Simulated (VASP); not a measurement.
# Ag4B in VASP: notebook

The runs below take Ag4B through single point, with PBEsol.

Program: VASP 6.6.1. These are calculated values, not measurements. Logs are shortened: lines on timing, memory, paths and dates and some standing lists are left out, and cuts for length are marked.

## Step 1: The cell of the first run

The cell holds a slab with vacuum, 5 atoms: a = 2.867 Å, b = 2.867 Å, c = 25.082 Å, α = 90.00°, β = 90.00°, γ = 90.00°.

## Step 2: Single point, PBEsol

File INCAR:

```
SYSTEM = Ag4B
ALGO = Normal
DIPOL = 0.5 0.5 0.501
EDIFF = 1E-6
ENCUT = 520
GGA = PS
IDIPOL = 3
ISIF = 2
ISMEAR = 0
LASPH = .True.
LCHARG = .False.
LDIPOL = .True.
LREAL = .False.
LWAVE = .False.
NBANDS = 32
NELM = 100
PREC = Accurate
SIGMA = 0.1
```

File KPOINTS:

```
k-points
0
Gamma
  10 10 1
  0 0 0
```

File POSCAR:

```
Ag4B
1.0
    2.8669036820      0.0000000000      0.0000000000
    0.0000000000      2.8669036820      0.0000000000
    0.0000000000      0.0000000000     25.0816211037
Ag B
4 1
Direct
    0.5000000000      0.5000000000      0.3388935654
    0.0000000000      0.0000000000      0.4197179677
    0.5000000000      0.5000000000      0.5004117909
    0.0000000000      0.0000000000      0.5824211246
    0.0000000000      0.0000000000      0.6653431321
```

Potentials or basis: VASP PAW PBE potentials, release 64 (Ag, B).

Command:

```
cat potpaw_PBE.64/Ag/POTCAR potpaw_PBE.64/B/POTCAR > POTCAR
mpirun -np 1 vasp_std > vasp.out
```

OUTCAR:

```text
SYSTEM = Ag4B
   EDIFF = 1E-6
   ENCUT = 520
   GGA = PS
   ISIF = 2
   ISMEAR = 0
   LASPH = .True.
   LREAL = .False.
   NELM = 100
   PREC = Accurate

 ion  position               nearest neighbor table
   1  0.500  0.500  0.339-   2 2.87   2 2.87   2 2.87   2 2.87
   2  0.000  0.000  0.420-   3 2.86   3 2.86   3 2.86   3 2.86   1 2.87   1 2.87   1 2.87   1 2.87

   3  0.500  0.500  0.500-   2 2.86   2 2.86   2 2.86   2 2.86   4 2.89   4 2.89   4 2.89   4 2.89

   4  0.000  0.000  0.582-   5 2.08   3 2.89   3 2.89   3 2.89   3 2.89
   5  0.000  0.000  0.665-   4 2.08

  LATTYP: Found a simple tetragonal cell.
 ALAT       =     2.8669036820
 C/A-ratio  =     8.7486793718

  Lattice vectors:

 A1 = (   2.8669036820,   0.0000000000,   0.0000000000)
 A2 = (   0.0000000000,   2.8669036820,   0.0000000000)
 A3 = (   0.0000000000,   0.0000000000,  25.0816211037)

Analysis of symmetry for initial positions (statically):
=====================================================================
 Subroutine PRICEL returns:
 Original cell was already a primitive cell.

 Routine SETGRP: Setting up the symmetry group for a
 simple tetragonal supercell.

 Subroutine GETGRP returns: Found  8 space group operations
 (whereof  8 operations were pure point group operations)
 out of a pool of 16 trial point group operations.

The static configuration has the point symmetry C_4v.

Analysis of symmetry for dynamics (positions and initial velocities):
=====================================================================
 Subroutine PRICEL returns:
 Original cell was already a primitive cell.

 Routine SETGRP: Setting up the symmetry group for a
 simple tetragonal supercell.

 Subroutine GETGRP returns: Found  8 space group operations
 (whereof  8 operations were pure point group operations)
 out of a pool of 16 trial point group operations.

The dynamic configuration has the point symmetry C_4v.

 Subroutine INISYM returns: Found  8 space group operations
 (whereof  8 operations are pure point group operations),
 and found     1 'primitive' translations

----------------------------------------------------------------------------------------

                                     Primitive cell

  volume of cell :     206.1493

  direct lattice vectors                    reciprocal lattice vectors
     2.866903682  0.000000000  0.000000000     0.348808370  0.000000000  0.000000000
     0.000000000  2.866903682  0.000000000     0.000000000  0.348808370  0.000000000
     0.000000000  0.000000000 25.081621104     0.000000000  0.000000000  0.039869831

  length of vectors
     2.866903682  2.866903682 25.081621104     0.348808370  0.348808370  0.039869831

  position of ions in fractional coordinates (direct lattice)
     0.500000000  0.500000000  0.338893565
     0.000000000  0.000000000  0.419717968
     0.500000000  0.500000000  0.500411791
     0.000000000  0.000000000  0.582421125
     0.000000000  0.000000000  0.665343132

  ion indices of the primitive-cell ions
   primitive index   ion index
                 1           1
                 2           2
                 3           3
                 4           4
                 5           5

----------------------------------------------------------------------------------------

 KPOINTS: k-points

Automatic generation of k-mesh.
 Grid dimensions read from file:
 generate k-points for:   10   10    1

 Generating k-lattice:

  Cartesian coordinates                     Fractional coordinates (reciprocal lattice)
     0.034880837  0.000000000  0.000000000     0.100000000  0.000000000  0.000000000
     0.000000000  0.034880837  0.000000000     0.000000000  0.100000000  0.000000000
     0.000000000  0.000000000  0.039869831     0.000000000  0.000000000  1.000000000

  Length of vectors
     0.034880837  0.034880837  0.039869831

  Shift w.r.t. Gamma in fractional coordinates (k-lattice)
     0.000000000  0.000000000  0.000000000

 Subroutine IBZKPT returns following result:
 ===========================================

 Found     21 irreducible k-points:

 Following reciprocal coordinates:
            Coordinates               Weight
  0.000000  0.000000  0.000000      1.000000
  0.100000  0.000000  0.000000      4.000000
  0.200000  0.000000  0.000000      4.000000
  0.300000  0.000000  0.000000      4.000000
  0.400000  0.000000  0.000000      4.000000
  0.500000  0.000000  0.000000      2.000000
[... 13 lines left out ...]
  0.500000  0.400000  0.000000      4.000000
  0.500000  0.500000  0.000000      1.000000
   k-points           NKPTS =     21   k-points in BZ     NKDIM =     21   number of bands    NBANDS=     32
   number of dos      NEDOS =    301   number of ions     NIONS =      5
   total plane-waves  NPLWV = 110592
   dimension x,y,z NGX =    24 NGY =   24 NGZ =  192
   dimension x,y,z NGXF=    48 NGYF=   48 NGZF=  384
   ions per type =               4   1
   NGX,Y,Z   is equivalent  to a cutoff of  13.92, 13.92, 12.73 a.u.
   NGXF,Y,Z  is equivalent  to a cutoff of  27.83, 27.83, 25.45 a.u.
 SYSTEM =  Ag4B
   PREC   = accura    normal or accurate (medium, high low for compatibility)
   ISTART =      0    job   : 0-new  1-cont  2-samecut
   ICHARG =      2    charge: 1-file 2-atom 10-const
   ISPIN  =      1    spin polarized calculation?
   LNONCOLLINEAR =      F non collinear calculations
   LSORBIT =      F    spin-orbit coupling
   LASPH  =      T    aspherical Exc in radial PAW
   ENCUT  =  520.0 eV  38.22 Ry    6.18 a.u.   5.33  5.33 46.64*2*pi/ulx,y,z
   NELM   =    100;   NELMIN=  2; NELMDL= -5     # of ELM steps
   EDIFF  = 0.1E-05   stopping-criterion for ELM
   LREAL  =      F    real-space projection
   EDIFFG = 0.1E-04   stopping-criterion for IOM
   NSW    =      0    number of steps for IOM
   IBRION =     -1    ionic relax: 0-MD 1-quasi-New 2-CG
   NFREE  =      0    steps in history (QN), initial steepest desc. (CG)
   ISIF   =      2    stress and relaxation
   ISYM   =      2    0-nonsym 1-usesym 2-fastsym
   POTIM  = 0.5000    time-step for ionic-motion
   TEBEG  =    0.0;   TEEND  =   0.0 temperature during run
   PSTRESS=    0.0 pullay stress
   NELECT =      47.0000    total number of electrons
   NUPDOWN=      -1.0000    fix difference up-down
   EMIN   =  10.00;   EMAX   =-10.00  energy-range for DOS
   EFERMI =   0.00;   METHOD = LEGACY
   ISMEAR =     0;   SIGMA  =   0.10  broadening in eV -4-tet -1-fermi 0-gaus
   EFERMI_NEDOS =   21; number of points for ismear=-14 and -15
   IALGO  =     38    algorithm
   IMIX   =      4    mixing-type and parameters
     AMIX     =   0.40;   BMIX     =  1.00
     AMIX_MAG =   1.60;   BMIX_MAG =  1.00
  volume/ion in A,a.u.               =      41.23       278.23
  Fermi-wavevector in a.u.,A,eV,Ry     =   1.000108  1.889930 13.608762  1.000216
  Thomas-Fermi vector in A             =   2.132442
   LORBIT       =      0    0 simple, 1 ext, 2 COOP (PROOUT), +10 PAW based schemes
   GGA     = PS    functional components
   LHFCALC =     F    Hartree Fock is set to
   AEXX    =    0.0000 exact exchange contribution
   IVDW    =     0    specifies the selected vdW correction
   LEPSILON=     F    determine dielectric tensor
   LRPA    =     F    only Hartree local field effects (RPA)
 non-spin polarized calculation
 Gauss-broadening in eV      SIGMA  =   0.10
  energy-cutoff  :      520.00
  volume of cell :      206.15
 maximum number of plane-waves:      5593
 NGX is ok and might be reduce to    24
   NGX = 11   NGY = 11   NGZ = 93

 dipolmoment           0.000000      0.000000     -0.185686 electrons x Angstroem

 number of electron      46.9999990 magnetization

 dipolmoment           0.000000      0.000000      0.054547 electrons x Angstroem

 Free energy of the ion-electron system (eV)
  ---------------------------------------------------
  ext. energy  EPLUGINS =         0.00000000
  ---------------------------------------------------
  free energy    TOTEN  =       -15.41365125 eV

  energy without entropy =      -15.40089797  energy(sigma->0) =      -15.40727461

 E-fermi :  -0.0727     XC(G=0):  -5.4451

 val. band max:       -0.0876893124   @ k =   0.4000   0.2000   0.0000
 cond. band min:      -0.0391355846   @ k =   0.4000   0.0000   0.0000
 fundamental gap:      0.0485537279
 Fermi energy:        -0.0727012964

 k-point     1 :       0.0000    0.0000    0.0000
  band No.  band energies     occupation
      1      -8.4632      2.00000
      2      -7.4273      2.00000
      3      -6.5716      2.00000
      4      -6.4410      2.00000
      5      -6.3844      2.00000
      6      -6.0673      2.00000
[... 24 lines left out ...]
     31       5.3559      0.00000
     32       6.7210      0.00000

 k-point     2 :       0.1000    0.0000    0.0000
  band No.  band energies     occupation
      1      -8.3297      2.00000
      2      -7.2561      2.00000
      3      -6.4740      2.00000
      4      -6.3291      2.00000
      5      -6.2632      2.00000
      6      -5.9872      2.00000
[... 24 lines left out ...]
     31       5.5228      0.00000
     32       6.9018      0.00000

 k-point     3 :       0.2000    0.0000    0.0000
  band No.  band energies     occupation
      1      -7.9716      2.00000
      2      -6.8319      2.00000
      3      -6.3210      2.00000
      4      -6.1787      2.00000
      5      -5.9057      2.00000
      6      -5.8400      2.00000
[... 24 lines left out ...]
     31       6.0179      0.00000
     32       7.1283      0.00000

 k-point     4 :       0.3000    0.0000    0.0000
  band No.  band energies     occupation
      1      -7.4996      2.00000
      2      -6.5063      2.00000
      3      -6.2500      2.00000
      4      -6.1230      2.00000
      5      -5.7750      2.00000
      6      -5.3965      2.00000
[... 549 lines left out ...]
     31       7.1622      0.00000
     32       7.5314      0.00000

 k-point    20 :       0.5000    0.4000    0.0000
  band No.  band energies     occupation
      1      -6.6621      2.00000
      2      -6.3933      2.00000
      3      -6.3296      2.00000
      4      -6.3264      2.00000
      5      -5.9563      2.00000
      6      -5.7986      2.00000
[... 24 lines left out ...]
     31       7.4791      0.00000
     32       7.6823      0.00000

 k-point    21 :       0.5000    0.5000    0.0000
  band No.  band energies     occupation
      1      -6.7008      2.00000
      2      -6.4814      2.00000
      3      -6.3917      2.00000
      4      -6.3917      2.00000
      5      -6.0634      2.00000
      6      -5.8323      2.00000
[... 24 lines left out ...]
     31       6.8769      0.00000
     32       6.8769      0.00000

------------------------ aborting loop because EDIFF is reached ----------------------------------------

 vacuum level on the upper side and lower side of the slab       (xc-potential included)         0.397        -0.768

  FORCE on cell =-STRESS in cart. coord.  units (eV):
  Direction    XX          YY          ZZ          XY          YZ          ZX
  --------------------------------------------------------------------------------------
  -------------------------------------------------------------------------------------
  Total       -3.6344208     -3.6344208     -0.2320441      0.0000000      0.0000000      0.0000000
  in kB      -28.2464575    -28.2464575     -1.8034297      0.0000000      0.0000000      0.0000000
  external PRESSURE =     -19.4321149 kB  Pullay stress =       0.0000000 kB

 VOLUME and BASIS-vectors are now :
 -----------------------------------------------------------------------------
  energy-cutoff  :      520.00
  volume of cell :      206.15
      direct lattice vectors                 reciprocal lattice vectors
     2.866903682  0.000000000  0.000000000     0.348808370  0.000000000  0.000000000
     0.000000000  2.866903682  0.000000000     0.000000000  0.348808370  0.000000000
     0.000000000  0.000000000 25.081621104     0.000000000  0.000000000  0.039869831

 POSITION                                       TOTAL-FORCE (eV/Angst)
 -----------------------------------------------------------------------------------
      1.43345      1.43345      8.50000        -0.000000      0.000000      0.117496
      0.00000      0.00000     10.52721        -0.000000      0.000000     -0.119029
      1.43345      1.43345     12.55114         0.000000      0.000000      0.002127
      0.00000      0.00000     14.60807        -0.000000     -0.000000     -0.023736
      0.00000      0.00000     16.68788        -0.000000      0.000000      0.023142
 -----------------------------------------------------------------------------------
    total drift:                                0.000000     -0.000000     -0.000564

  FREE ENERGIE OF THE ION-ELECTRON SYSTEM (eV)
  ---------------------------------------------------
  free  energy   TOTEN  =       -15.4136512540 eV

  energy  without entropy=      -15.4008979715  energy(sigma->0) =      -15.40727461

 vacuum level on the upper side and lower side of the slab         5.348         4.165
```

Wall time 2.7 min (1 thread of AMD EPYC 9R45 (Zen 5), shared host); peak memory 0.35 GiB.

Results:

| Property | Result |
| --- | --- |
| Free energy | -15.4137 eV |
| Largest force | 0.119 eV/Å |
| Band gap on the k mesh | zero (an odd number of electrons rules out a gap without spin polarisation) |

Forces on the atoms (eV/Å):
```
Ag   0.000  0.000  0.117
Ag   0.000  0.000 -0.119
Ag   0.000  0.000  0.002
Ag   0.000  0.000 -0.024
B    0.000  0.000  0.023
```

Caveat: the PAW data sets were made with another functional, which shifts forces and pressure a little.

(Continued in part 2 of 2.)

The gap in the log of VASP goes by the Fermi energy; the results here count the filled bands.